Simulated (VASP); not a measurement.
# SiO2 (P4_12_12) in VASP: a series of runs, part 2 of 2

VASP 6.6.1. Earlier steps stand in the parts before.

## Step 3: Single point, PBE

INCAR

```
SYSTEM = SiO2
ALGO = Normal ; EDIFF = 1E-7
ENCUT = 520 ; GGA = PE
ISIF = 2 ; ISMEAR = -1
LASPH = .TRUE. ; LCHARG = .FALSE.
LREAL = Auto ; LWAVE = .FALSE.
NBANDS = 120 ; NELM = 100
PREC = Accurate ; SIGMA = 0.02
```

KPOINTS

```
k-points
0
G
  3 3 3
  0 0 0
```

POSCAR

```
SiO2
1.0
    7.4640000000      0.0000000000      0.0000000000
    0.0000000000      7.4640000000      0.0000000000
    0.0000000000      0.0000000000      8.6200000000
Si O
12 24
Direct
    0.4100000000      0.4100000000      0.0000000000
    0.0900000000      0.9100000000      0.2500000000
    0.5900000000      0.5900000000      0.5000000000
    0.9100000000      0.0900000000      0.7500000000
    0.3260000000      0.1200000000      0.2480000000
    0.3800000000      0.8260000000      0.4980000000
    0.6740000000      0.8800000000      0.7480000000
    0.6200000000      0.1740000000      0.9980000000
    0.8260000000      0.3800000000      0.5020000000
    0.8800000000      0.6740000000      0.2520000000
    0.1740000000      0.6200000000      0.0020000000
    0.1200000000      0.3260000000      0.7520000000
    0.3440000000      0.2970000000      0.1430000000
    0.2030000000      0.8440000000      0.3930000000
    0.6560000000      0.7030000000      0.6430000000
    0.7970000000      0.1560000000      0.8930000000
    0.8440000000      0.2030000000      0.6070000000
    0.7030000000      0.6560000000      0.3570000000
    0.1560000000      0.7970000000      0.1070000000
    0.2970000000      0.3440000000      0.8570000000
    0.1170000000      0.1230000000      0.2960000000
    0.3770000000      0.6170000000      0.5460000000
    0.8830000000      0.8770000000      0.7960000000
    0.6230000000      0.3830000000      0.0460000000
    0.6170000000      0.3770000000      0.4540000000
    0.8770000000      0.8830000000      0.2040000000
    0.3830000000      0.6230000000      0.9540000000
    0.1230000000      0.1170000000      0.7040000000
    0.4450000000      0.1320000000      0.4000000000
    0.3680000000      0.9450000000      0.6500000000
    0.5550000000      0.8680000000      0.9000000000
    0.6320000000      0.0550000000      0.1500000000
    0.9450000000      0.3680000000      0.3500000000
    0.8680000000      0.5550000000      0.1000000000
    0.0550000000      0.6320000000      0.8500000000
    0.1320000000      0.4450000000      0.6000000000
```

Potentials or basis: VASP PAW PBE potentials, release 64 (Si, O).

Run with:

```sh
> cat potpaw_PBE.64/Si/POTCAR potpaw_PBE.64/O/POTCAR > POTCAR
> mpirun -np 1 vasp_std > vasp.out
```

OUTCAR:

```text
SYSTEM = SiO2
   EDIFF = 1E-7
   ENCUT = 520
   GGA = PE
   ISIF = 2
   ISMEAR = -1
   LASPH = .TRUE.
   LREAL = Auto
   NELM = 100
   PREC = Accurate

 ion  position               nearest neighbor table
   1  0.410  0.410  0.000-  13 1.57  20 1.57  24 1.65  27 1.65   8 2.36  11 2.36   5 3.11  12 3.11

   2  0.090  0.910  0.250-  14 1.57  19 1.57  21 1.65  26 1.65   5 2.36  10 2.36   6 3.11  11 3.11

   3  0.590  0.590  0.500-  15 1.57  18 1.57  22 1.65  25 1.65   6 2.36   9 2.36   7 3.11  10 3.11
[... 41 lines left out ...]
  35  0.055  0.632  0.850-  11 1.59  12 2.48
  36  0.132  0.445  0.600-  12 1.59   9 2.48

  LATTYP: Found a simple tetragonal cell.
 ALAT       =     7.4640000000
 C/A-ratio  =     1.1548767417

  Lattice vectors:

 A1 = (   7.4640000000,   0.0000000000,   0.0000000000)
 A2 = (   0.0000000000,   7.4640000000,   0.0000000000)
 A3 = (   0.0000000000,   0.0000000000,   8.6200000000)

Analysis of symmetry for initial positions (statically):
[... 226 lines left out ...]
 val. band max:        2.7274149241   @ k =   0.3333   0.0000   0.0000
 cond. band min:       2.7677953379   @ k =   0.0000   0.0000   0.0000
 fundamental gap:      0.0403804138
 Fermi energy:         2.7460588606

 k-point     1 :       0.0000    0.0000    0.0000
  band No.  band energies     occupation
      1     -19.7396      2.00000
      2     -19.4483      2.00000
      3     -19.4483      2.00000
      4     -19.1399      2.00000
      5     -18.7009      2.00000
      6     -18.5686      2.00000
[... 655 lines left out ...]
    107       7.9714      0.00000
    108       7.9973      0.00000
 [bands above 108 left out]

------------------------ aborting loop because EDIFF is reached ----------------------------------------

  FORCE on cell =-STRESS in cart. coord.  units (eV):
  Direction    XX          YY          ZZ          XY          YZ          ZX
  --------------------------------------------------------------------------------------
  -------------------------------------------------------------------------------------
  Total       53.5774474     53.5774474     42.8836129      0.0000000     -0.0000000      0.0000000
  in kB      178.7483632    178.7483632    143.0709373      0.0000000     -0.0000000      0.0000000
  external PRESSURE =     166.8558879 kB  Pullay stress =       0.0000000 kB

 VOLUME and BASIS-vectors are now :
 -----------------------------------------------------------------------------
  energy-cutoff  :      520.00
  volume of cell :      480.23
      direct lattice vectors                 reciprocal lattice vectors
     7.464000000  0.000000000  0.000000000     0.133976420  0.000000000  0.000000000
     0.000000000  7.464000000  0.000000000     0.000000000  0.133976420  0.000000000
     0.000000000  0.000000000  8.620000000     0.000000000  0.000000000  0.116009281

 POSITION                                       TOTAL-FORCE (eV/Angst)
 -----------------------------------------------------------------------------------
      3.06024      3.06024      0.00000         2.453347      2.453347      0.000000
      0.67176      6.79224      2.15500        -2.453347      2.453347      0.000000
      4.40376      4.40376      4.31000        -2.453347     -2.453347      0.000000
      6.79224      0.67176      6.46500         2.453347     -2.453347      0.000000
      2.43326      0.89568      2.13776         4.177656      3.224091      2.139166
      2.83632      6.16526      4.29276        -3.224091      4.177656      2.139166
[... 28 lines left out ...]
      0.41052      4.71725      7.32700         0.079834     -2.421526     -0.014932
      0.98525      3.32148      5.17200        -2.421526     -0.079834     -0.014932
 -----------------------------------------------------------------------------------
    total drift:                               -0.000000      0.000000      0.000000

  FREE ENERGIE OF THE ION-ELECTRON SYSTEM (eV)
  ---------------------------------------------------
  free  energy   TOTEN  =      -236.8905489771 eV

  energy  without entropy=     -236.8814027545  energy(sigma->0) =     -236.88597587
```

It took 7.8 min on 1 thread of AMD EPYC 9R45 (Zen 5), shared host; peak memory 0.52 GiB.

Results:

| Quantity | Value |
| --- | --- |
| Free energy | -236.8905 eV |
| Pressure | 16.7 GPa |
| Largest force | 5.694 eV/Å |
| Band gap on the k mesh | zero (filled and empty bands overlap) |

Forces on the atoms (eV/Å):
```
Si   2.453  2.453  0.000
Si  -2.453  2.453  0.000
Si  -2.453 -2.453  0.000
Si   2.453 -2.453  0.000
Si   4.178  3.224  2.139
Si  -3.224  4.178  2.139
Si  -4.178 -3.224  2.139
Si   3.224 -4.178  2.139
Si   4.178 -3.224 -2.139
Si  -3.224 -4.178 -2.139
Si  -4.178  3.224 -2.139
Si   3.224  4.178 -2.139
O   -2.439  0.254  0.733
O   -0.254 -2.439  0.733
O    2.439 -0.254  0.733
O    0.254  2.439  0.733
O   -2.439 -0.254 -0.733
O   -0.254  2.439 -0.733
O    2.439  0.254 -0.733
O    0.254 -2.439 -0.733
O   -1.037 -0.878 -2.535
O    0.878 -1.037 -2.535
O    1.037  0.878 -2.535
O   -0.878  1.037 -2.535
O   -1.037  0.878  2.535
O    0.878  1.037  2.535
O    1.037 -0.878  2.535
O   -0.878 -1.037  2.535
O   -0.080 -2.422  0.015
O    2.422 -0.080  0.015
O    0.080  2.422  0.015
O   -2.422  0.080  0.015
O   -0.080  2.422 -0.015
O    2.422  0.080 -0.015
O    0.080 -2.422 -0.015
O   -2.422 -0.080 -0.015
```

Stress tensor (GPa, compression positive):
```
17.87  0.00  0.00
 0.00 17.87  0.00
 0.00  0.00 14.31
```

Caveat: forces of over 1 eV/Å act on the atoms, so gaps and moduli don't describe the material at rest.

## Step 4: Single point, PBE (volume scaled by 1.01, then relaxed in part)

INCAR

```
SYSTEM = SiO2
ALGO = Normal
EDIFF = 1E-6
ENCUT = 520
GGA = PE
ISIF = 2
ISMEAR = -1
LASPH = .True.
LCHARG = .True.
LELF = .True.
LREAL = Auto
LVHAR = .True.
LWAVE = .False.
NBANDS = 120
NELM = 100
PREC = Accurate
SIGMA = 0.02
```

KPOINTS

```
k-points
0
Gamma
  3 3 3
  0 0 0
```

POSCAR

```
SiO2
1.0
    7.4887975244      0.0000000000      0.0000000000
    0.0000000000      7.4887975244      0.0000000000
    0.0000000000      0.0000000000      8.6486380841
Si O
12 24
Direct
    0.4286996859      0.4286996859      0.0000000000
    0.0713003141      0.9286996859      0.2500000000
    0.5713003141      0.5713003141      0.5000000000
    0.9286996859      0.0713003141      0.7500000000
    0.3741953182      0.1506319827      0.2330851777
    0.3493680173      0.8741953182      0.4830851777
    0.6258046818      0.8493680173      0.7330851777
    0.6506319827      0.1258046818      0.9830851777
    0.8741953182      0.3493680173      0.5169148223
    0.8493680173      0.6258046818      0.2669148223
    0.1258046818      0.6506319827      0.0169148223
    0.1506319827      0.3741953182      0.7669148223
    0.3698256328      0.3569148577      0.1739768453
    0.1430851423      0.8698256328      0.4239768453
    0.6301743672      0.6430851423      0.6739768453
    0.8569148577      0.1301743672      0.9239768453
    0.8698256328      0.1430851423      0.5760231547
    0.6430851423      0.6301743672      0.3260231547
    0.1301743672      0.8569148577      0.0760231547
    0.3569148577      0.3698256328      0.8260231547
    0.1518985038      0.1281493188      0.2256242896
    0.3718506812      0.6518985038      0.4756242896
    0.8481014962      0.8718506812      0.7256242896
    0.6281493188      0.3481014962     -0.0243757104
    0.6518985038      0.3718506812      0.5243757104
    0.8718506812      0.8481014962      0.2743757104
    0.3481014962      0.6281493188      1.0243757104
    0.1281493188      0.1518985038      0.7743757104
    0.4255967381      0.0529966734      0.3944553522
    0.4470033266      0.9255967381      0.6444553522
    0.5744032619      0.9470033266      0.8944553522
    0.5529966734      0.0744032619      0.1444553522
    0.9255967381      0.4470033266      0.3555446478
    0.9470033266      0.5744032619      0.1055446478
    0.0744032619      0.5529966734      0.8555446478
    0.0529966734      0.4255967381      0.6055446478
```

Run with:

```sh
> cat potpaw_PBE.64/Si/POTCAR potpaw_PBE.64/O/POTCAR > POTCAR
> mpirun -np 1 vasp_std > vasp.out
```

Wall time 6.2 min (1 thread of AMD EPYC 9R45 (Zen 5), shared host); peak memory 0.53 GiB.

The run converged. Its results:

- Free energy: -269.8765 eV
- Pressure: 6.6 GPa
- Largest force: 0.048 eV/Å
- Band gap on the k mesh: 4.33 eV, indirect (least direct gap 4.34 eV)

Forces on the atoms (eV/Å):
```
Si   0.034  0.034  0.000
Si  -0.034  0.034  0.000
Si  -0.034 -0.034  0.000
Si   0.034 -0.034  0.000
Si  -0.001  0.016  0.030
Si  -0.016 -0.001  0.030
Si   0.001 -0.016  0.030
Si   0.016  0.001  0.030
Si  -0.001 -0.016 -0.030
Si  -0.016  0.001 -0.030
Si   0.001  0.016 -0.030
Si   0.016 -0.001 -0.030
O    0.012  0.018  0.000
O   -0.018  0.012  0.000
O   -0.012 -0.018  0.000
O    0.018 -0.012  0.000
O    0.012 -0.018  0.000
O   -0.018 -0.012  0.000
O   -0.012  0.018  0.000
O    0.018  0.012  0.000
O    0.013  0.033 -0.004
O   -0.033  0.013 -0.004
O   -0.013 -0.033 -0.004
O    0.033 -0.013 -0.004
O    0.013 -0.033  0.004
O   -0.033 -0.013  0.004
O   -0.013  0.033  0.004
O    0.033  0.013  0.004
O    0.003 -0.011  0.004
O    0.011  0.003  0.004
O   -0.003  0.011  0.004
O   -0.011 -0.003  0.004
O    0.003  0.011 -0.004
O    0.011 -0.003 -0.004
O   -0.003 -0.011 -0.004
O   -0.011  0.003 -0.004
```

Stress tensor (GPa, compression positive):
```
6.51 0.00 0.00
0.00 6.51 0.00
0.00 0.00 6.73
```

Levels at points of the mesh, in eV from the valence-band top:
| k point | band 92 | band 93 | band 94 | band 95 | band 96 | band 97 | band 98 | band 99 | band 100 | band 101 |
| --- | --- | --- | --- | --- | --- | --- | --- | --- | --- | --- |
| (0.00, 0.00, 0.00) | -0.26 | -0.15 | -0.04 | -0.04 | -0.01 | 4.33 | 6.25 | 6.33 | 6.33 | 6.85 |

 A k mesh can miss the band edges.
